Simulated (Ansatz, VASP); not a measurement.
Two plane-wave programs on ZnS

```
Zn S
1.0
     3.84549    0.00000    0.00000
    -1.92275    3.33029    0.00000
     0.00000    0.00000    6.17923
Zn S
2 2
Direct
  0.33333 0.66667 0.00522
  0.66667 0.33333 0.50522
  0.33333 0.66667 0.37978
  0.66667 0.33333 0.87978
```

Change from the starting cell: strain -0.0200 x Voigt [0, 0, 1, 0, 0, 0], atoms carried along.

Alike in both runs: task single point; functional PBE; k mesh 12 × 12 × 4; occupations gaussian, width 0.05 eV; no spin polarisation.

|  | VASP | Ansatz |
| --- | --- | --- |
| version | VASP 6.6.1 | Ansatz 0.2.0 |
| potentials or method | VASP PAW PBE potentials, release 64 (Zn, S), cutoff 520 eV | scalar-relativistic, plane waves, PAW |
| valence electrons in the cell | 36 | 36 |

VASP gave:

```
gap on the k mesh at the Fermi level (eV)                     : 2.21
least direct gap on the mesh (eV)                             : 2.21
pressure (GPa)                                                : 1.7
traceless stress, the component that is largest in VASP (GPa) : 1.98
rms of the force components (eV/Å)                            : 0.079
```

Task: What did Ansatz give for the same quantities?

Result: gap on the k mesh at the Fermi level (eV): 2.20; least direct gap on the mesh (eV): 2.20; pressure (GPa): 1.5; traceless stress, the component that is largest in VASP (GPa): 1.96; rms of the force components (eV/Å): 0.078.

Atom by atom the forces differ by 0.001 eV/Å (rms over components).
